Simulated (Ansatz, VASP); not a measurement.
## One calculation of CoGeF4, two programs

```
Co Ge F
1.0
     0.00000    3.21255    3.21255
     3.21255    0.00000    3.21255
     3.21255    3.21255    0.00000
Co Ge F
1 1 4
Direct
  0.00000 0.00000 0.00000
  0.75000 0.75000 0.75000
  0.37500 0.87500 0.37500
  0.37500 0.37500 0.87500
  0.37500 0.37500 0.37500
  0.87500 0.37500 0.37500
```

Alike in both runs: task single point; functional PBE; k mesh 6 × 6 × 6; occupations gaussian, width 0.1 eV; collinear spin.

```csv
,VASP,Ansatz
version,VASP 6.6.1,Ansatz 0.2.0
potentials or method,"VASP PAW PBE potentials, release 64 (Co, Ge_d, F), cutoff 520 eV","scalar-relativistic, plane waves, PAW"
valence electrons in the cell,51,59
```

|  | VASP | Ansatz | Ansatz less VASP |
| --- | --- | --- | --- |
| gap on the k mesh at the Fermi level (eV) | none | none | - |
| pressure (GPa) | 3.5 | 3.8 | +0.31 |
| net moment per atom (μB) | 0.50 | 0.50 | 0.000 |
| size of the moment on the site where the two differ most (μB) | 2.15 | 2.17 | +0.022 |

Site moments also hang on the region over which each program counts them. A gap of «none» marks a metal or a gap that the smearing closes. VASP's potentials hold 51 valence electrons a cell and Ansatz's 59, so a difference there can come from the potentials and not from the codes.
